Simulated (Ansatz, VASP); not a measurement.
Two plane-wave programs on CaO

```
Ca O
1.0
     0.00000    2.41500    2.41500
     2.41500    0.00000    2.41500
     2.41500    2.41500    0.00000
Ca O
1 1
Direct
  0.00717 0.00717 0.00717
  0.50000 0.50000 0.50000
```

Alike in both runs: task single point; functional HSE06; k mesh 4 × 4 × 4; occupations fermi-dirac, width 0.05 eV; no spin polarisation.

|  | VASP | Ansatz |
| --- | --- | --- |
| version | VASP 6.6.1 | Ansatz 0.2.0 development build |
| potentials or method | VASP PAW PBE potentials, release 64 (Ca_sv, O) | plane waves, PAW datasets (generated soft set 1) |
| plane-wave cutoff (eV) | 520 | 420 |
| valence electrons in the cell | 16 | 16 |

|  | VASP | Ansatz | Ansatz less VASP |
| --- | --- | --- | --- |
| gap on the k mesh at the Fermi level (eV) | 5.33 | 5.34 | +0.015 |
| rms of the force components (eV/Å) | 0.105 | 0.099 | -0.0061 |

Atom by atom the forces differ by 0.006 eV/Å (rms over components). Ansatz's warnings: stress exchange threshold loose, stress scf threshold loose.

The k mesh is coarse, so the values compare programs but aren't converged.
